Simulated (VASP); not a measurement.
# GaAs (Fm-3m) in VASP: relaxation of cell and atoms with PBE

Aim: the relaxation of cell and atoms of GaAs with PBE.

All numbers are computed with VASP 6.6.1; they aren't measurements. Logs are shortened: lines on timing, memory, paths and dates and some standing lists are left out, and cuts for length are marked.

## 1. The cell of the first run

It takes space group Fm-3m (No. 225, cubic). The conventional cell has a = 5.390 Å, b = 5.390 Å, c = 5.390 Å, α = 90.00°, β = 90.00°, γ = 90.00°. Ga (site symmetry m-3m) has 6 As at 2.69 Å within 3.6 Å. Within 3.6 Å of As (site symmetry m-3m) lie 6 Ga at 2.69 Å.

The cell was built from a structure type or drawn by symmetry, and may not be a known phase.

## 2. Relaxation of cell and atoms, PBE

INCAR

```
SYSTEM = GaAs
PREC = Accurate
ENCUT = 600
EDIFF = 1E-6
ISMEAR = 0
SIGMA = 0.1
LREAL = .FALSE.
LASPH = .TRUE.
NELM = 100
ALGO = Normal
ISIF = 3
LWAVE = .FALSE.
LCHARG = .FALSE.
GGA = PE
IBRION = 2
NSW = 100
EDIFFG = -0.01
```

KPOINTS

```
regular mesh
0
G
  18 18 18
  0 0 0
```

POSCAR

```
GaAs
1.0
    0.0000000000      2.6949046509      2.6949046509
    2.6949046509      0.0000000000      2.6949046509
    2.6949046509      2.6949046509      0.0000000000
Ga As
1 1
Direct
    0.0000000000      0.0000000000      0.0000000000
    0.5000000000      0.5000000000      0.5000000000
```

Potentials or basis: VASP PAW PBE potentials, release 64 (Ga_d, As).

Run with:

```console
$ cat potpaw_PBE.64/Ga_d/POTCAR potpaw_PBE.64/As/POTCAR > POTCAR
$ mpirun -np 1 vasp_std > vasp.out
```

OUTCAR:

```text
SYSTEM = GaAs
   PREC = Accurate
   ENCUT = 600
   EDIFF = 1E-6
   ISMEAR = 0
   LREAL = .FALSE.
   LASPH = .TRUE.
   NELM = 100
   ISIF = 3
   GGA = PE
   IBRION = 2
   NSW = 100
   EDIFFG = -0.01

 ion  position               nearest neighbor table
   1  0.000  0.000  0.000-   2 2.69   2 2.69   2 2.69   2 2.69   2 2.69   2 2.69
   2  0.500  0.500  0.500-   1 2.69   1 2.69   1 2.69   1 2.69   1 2.69   1 2.69

  LATTYP: Found a face centered cubic cell.
 ALAT       =     5.3898093018

  Lattice vectors:

 A1 = (   0.0000000000,   2.6949046509,   2.6949046509)
 A2 = (   2.6949046509,   0.0000000000,   2.6949046509)
 A3 = (   2.6949046509,   2.6949046509,   0.0000000000)

Analysis of symmetry for initial positions (statically):
=====================================================================
 Subroutine PRICEL returns:
 Original cell was already a primitive cell.

 Routine SETGRP: Setting up the symmetry group for a
 face centered cubic supercell.

 Subroutine GETGRP returns: Found 48 space group operations
 (whereof 48 operations were pure point group operations)
 out of a pool of 48 trial point group operations.

The static configuration has the point symmetry O_h .

Analysis of symmetry for dynamics (positions and initial velocities):
=====================================================================
 Subroutine PRICEL returns:
 Original cell was already a primitive cell.

 Routine SETGRP: Setting up the symmetry group for a
 face centered cubic supercell.

 Subroutine GETGRP returns: Found 48 space group operations
 (whereof 48 operations were pure point group operations)
 out of a pool of 48 trial point group operations.

The dynamic configuration has the point symmetry O_h .

 Subroutine INISYM returns: Found 48 space group operations
 (whereof 48 operations are pure point group operations),
 and found     1 'primitive' translations

----------------------------------------------------------------------------------------

                                     Primitive cell

  volume of cell :      39.1435

  direct lattice vectors                    reciprocal lattice vectors
     0.000000000  2.694904651  2.694904651    -0.185535321  0.185535321  0.185535321
     2.694904651  0.000000000  2.694904651     0.185535321 -0.185535321  0.185535321
     2.694904651  2.694904651  0.000000000     0.185535321  0.185535321 -0.185535321

  length of vectors
     3.811170707  3.811170707  3.811170707     0.321356603  0.321356603  0.321356603

  position of ions in fractional coordinates (direct lattice)
     0.000000000  0.000000000  0.000000000
     0.500000000  0.500000000  0.500000000

  ion indices of the primitive-cell ions
   primitive index   ion index
                 1           1
                 2           2

----------------------------------------------------------------------------------------

 KPOINTS: regular mesh

Automatic generation of k-mesh.
 Grid dimensions read from file:
 generate k-points for:   18   18   18

 Generating k-lattice:

  Cartesian coordinates                     Fractional coordinates (reciprocal lattice)
    -0.010307518  0.010307518  0.010307518     0.055555556  0.000000000  0.000000000
     0.010307518 -0.010307518  0.010307518     0.000000000  0.055555556  0.000000000
     0.010307518  0.010307518 -0.010307518     0.000000000  0.000000000  0.055555556

  Length of vectors
     0.017853145  0.017853145  0.017853145

  Shift w.r.t. Gamma in fractional coordinates (k-lattice)
[... 55 lines left out ...]
   NSW    =    100    number of steps for IOM
   IBRION =      2    ionic relax: 0-MD 1-quasi-New 2-CG
   NFREE  =      1    steps in history (QN), initial steepest desc. (CG)
   ISIF   =      3    stress and relaxation
   ISYM   =      2    0-nonsym 1-usesym 2-fastsym
   POTIM  = 0.5000    time-step for ionic-motion
   TEBEG  =    0.0;   TEEND  =   0.0 temperature during run
   PSTRESS=    0.0 pullay stress
   NELECT =      18.0000    total number of electrons
   NUPDOWN=      -1.0000    fix difference up-down
   EMIN   =  10.00;   EMAX   =-10.00  energy-range for DOS
   EFERMI =   0.00;   METHOD = LEGACY
   ISMEAR =     0;   SIGMA  =   0.10  broadening in eV -4-tet -1-fermi 0-gaus
   EFERMI_NEDOS =   21; number of points for ismear=-14 and -15
   IALGO  =     38    algorithm
   IMIX   =      4    mixing-type and parameters
     AMIX     =   0.40;   BMIX     =  1.00
     AMIX_MAG =   1.60;   BMIX_MAG =  1.00
  volume/ion in A,a.u.               =      19.57       132.08
  Fermi-wavevector in a.u.,A,eV,Ry     =   1.263608  2.387872 21.724482  1.596704
  Thomas-Fermi vector in A             =   2.396956
   LORBIT       =      0    0 simple, 1 ext, 2 COOP (PROOUT), +10 PAW based schemes
   GGA     = PE    functional components
   LHFCALC =     F    Hartree Fock is set to
   AEXX    =    0.0000 exact exchange contribution
   IVDW    =     0    specifies the selected vdW correction
   LEPSILON=     F    determine dielectric tensor
   LRPA    =     F    only Hartree local field effects (RPA)
 conjugate gradient relaxation of ions
 non-spin polarized calculation
 Gauss-broadening in eV      SIGMA  =   0.10
  energy-cutoff  :      600.00
  volume of cell :       39.14
 maximum number of plane-waves:      1326
   NGX = 15   NGY = 15   NGZ = 15

--------------------------------------- Ionic step        1  -------------------------------------------

 number of electron      17.9999995 magnetization

 Free energy of the ion-electron system (eV)
  ---------------------------------------------------
  ext. energy  EPLUGINS =         0.00000000
  ---------------------------------------------------
  free energy    TOTEN  =        -7.63163617 eV

  energy without entropy =       -7.62517568  energy(sigma->0) =       -7.62840593

------------------------ aborting loop because EDIFF is reached ----------------------------------------

  FORCE on cell =-STRESS in cart. coord.  units (eV):
  Direction    XX          YY          ZZ          XY          YZ          ZX
  --------------------------------------------------------------------------------------
  -------------------------------------------------------------------------------------
  Total        0.0525979      0.0525979      0.0525979     -0.0000000     -0.0000000     -0.0000000
  in kB        2.1528754      2.1528754      2.1528754     -0.0000000     -0.0000000     -0.0000000
  external PRESSURE =       2.1528754 kB  Pullay stress =       0.0000000 kB

 VOLUME and BASIS-vectors are now :
 -----------------------------------------------------------------------------
  energy-cutoff  :      600.00
  volume of cell :       39.14
      direct lattice vectors                 reciprocal lattice vectors
     0.000000000  2.694904651  2.694904651    -0.185535321  0.185535321  0.185535321
     2.694904651  0.000000000  2.694904651     0.185535321 -0.185535321  0.185535321
     2.694904651  2.694904651  0.000000000     0.185535321  0.185535321 -0.185535321

 POSITION                                       TOTAL-FORCE (eV/Angst)
 -----------------------------------------------------------------------------------
      0.00000      0.00000      0.00000        -0.000000     -0.000000     -0.000000
      2.69490      2.69490      2.69490         0.000000      0.000000      0.000000
 -----------------------------------------------------------------------------------
    total drift:                               -0.000000      0.000000      0.000000

  FREE ENERGIE OF THE ION-ELECTRON SYSTEM (eV)
  ---------------------------------------------------
  free  energy   TOTEN  =        -7.6316361678 eV

  energy  without entropy=       -7.6251756846  energy(sigma->0) =       -7.62840593

--------------------------------------- Ionic step        2  -------------------------------------------

 number of electron      17.9999993 magnetization

 Free energy of the ion-electron system (eV)
  ---------------------------------------------------
  ext. energy  EPLUGINS =         0.00000000
  ---------------------------------------------------
  free energy    TOTEN  =        -7.63172383 eV

  energy without entropy =       -7.62524610  energy(sigma->0) =       -7.62848497

 E-fermi :   5.1744     XC(G=0): -10.5884

 val. band max:        5.1622869703   @ k =  -0.3333   0.1667   0.0000
 cond. band min:       5.1760400182   @ k =   0.1667   0.0556   0.0000
 fundamental gap:      0.0137530479
 Fermi energy:         5.1743734040

 k-point     1 :       0.0000    0.0000    0.0000
  band No.  band energies     occupation
      1      -9.5632      2.00000
      2      -9.5632      2.00000
      3      -9.5438      2.00000
      4      -9.5438      2.00000
      5      -9.5438      2.00000
      6      -7.8726      2.00000
      7       5.0383      1.94561
      8       5.2305      0.42747
      9       5.2305      0.42746
     10       5.2305      0.42746
     11      12.5036      0.00000
     12      12.5036      0.00000
     13      12.5036      0.00000
[... 354 lines left out ...]
  band No.  band energies     occupation
      1      -9.5791      2.00000
      2      -9.5755      2.00000
      3      -9.5459      2.00000
      4      -9.5320      2.00000
      5      -9.5293      2.00000
      6      -7.0901      2.00000
      7       0.7323      2.00000
      8       4.6254      2.00000
      9       5.5520      0.00000
     10       7.9571      0.00000
     11       9.4551      0.00000
     12       9.6759      0.00000
     13      11.2982      0.00000

 [... further k-points ...]
[... 5 lines left out ...]
  --------------------------------------------------------------------------------------
  -------------------------------------------------------------------------------------
  Total       -0.0041268     -0.0041268     -0.0041268     -0.0000000      0.0000000     -0.0000000
  in kB       -0.1682728     -0.1682728     -0.1682728     -0.0000000      0.0000000     -0.0000000
  external PRESSURE =      -0.1682728 kB  Pullay stress =       0.0000000 kB

 VOLUME and BASIS-vectors are now :
 -----------------------------------------------------------------------------
  energy-cutoff  :      600.00
  volume of cell :       39.29
      direct lattice vectors                 reciprocal lattice vectors
    -0.000000000  2.698323761  2.698323761    -0.185300225  0.185300225  0.185300225
     2.698323761 -0.000000000  2.698323761     0.185300225 -0.185300225  0.185300225
     2.698323761  2.698323761 -0.000000000     0.185300225  0.185300225 -0.185300225

 POSITION                                       TOTAL-FORCE (eV/Angst)
 -----------------------------------------------------------------------------------
      2.69832      5.39665      2.69832         0.000000     -0.000000      0.000000
      2.69832      2.69832      2.69832        -0.000000      0.000000     -0.000000
 -----------------------------------------------------------------------------------
    total drift:                               -0.000000     -0.000000      0.000000

  FREE ENERGIE OF THE ION-ELECTRON SYSTEM (eV)
  ---------------------------------------------------
  free  energy   TOTEN  =        -7.6317238253 eV

  energy  without entropy=       -7.6252461048  energy(sigma->0) =       -7.62848497

 reached required accuracy - stopping structural energy minimisation
```

It took 63 s on 1 thread of Intel Xeon 6975P-C (Granite Rapids), shared host; peak memory 0.28 GiB.

What came out:

```yaml
Free_energy: -7.6317 eV
Relaxed_volume: 19.65 Å³/atom
Relaxed_cell: a = 3.816 Å, b = 3.816 Å, c = 3.816 Å, α = 60.00°, β = 60.00°, γ = 60.00°
Space_group_after_relaxing_to_0.1_Å: Fm-3m (No. 225)
Energy_gained_by_relaxing: 0.0 meV/atom
Ionic_steps: 2
Pressure_after_relaxing: 0.0 GPa
Band_gap_on_the_k_mesh: zero (bands 9 and 10 overlap by 3.12 eV)
```

Final structure:
```
CELL_PARAMETERS angstrom
0.00000 2.69832 2.69832
2.69832 0.00000 2.69832
2.69832 2.69832 0.00000
ATOMIC_POSITIONS crystal
Ga 0.00000 0.00000 0.00000
As 0.50000 0.50000 0.50000
```
